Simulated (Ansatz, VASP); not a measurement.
## CdS: VASP beside Ansatz

```
Cd S
1.0
     0.00000    2.93594    2.87800
     2.93594    0.00000    2.87800
     2.93594    2.93594    0.00000
Cd S
1 1
Direct
  0.00000 0.00000 0.00000
  0.25000 0.25000 0.25000
```

Alike in both runs: task single point; functional r2SCAN; k mesh 6 × 6 × 6; occupations fermi-dirac, width 0.02 eV; no spin polarisation.

```csv
,VASP,Ansatz
version,VASP 6.6.1,Ansatz 0.2.0
potentials or method,"VASP PAW PBE potentials, release 64 (Cd, S), cutoff 520 eV","plane waves, PAW"
valence electrons in the cell,18,26
```

Ansatz gave:

```
pressure (GPa)                                                : 1.5
traceless stress, the component that is largest in VASP (GPa) : 0.21
```

**Question.** What did VASP give for the same quantities?

**Answer.** Pressure (GPa): 1.8; traceless stress, the component that is largest in VASP (GPa): 0.21.

VASP's potentials were made for PBE, not for r2SCAN. VASP's potentials hold 18 valence electrons a cell and Ansatz's 26, so a difference there can come from the potentials and not from the codes.
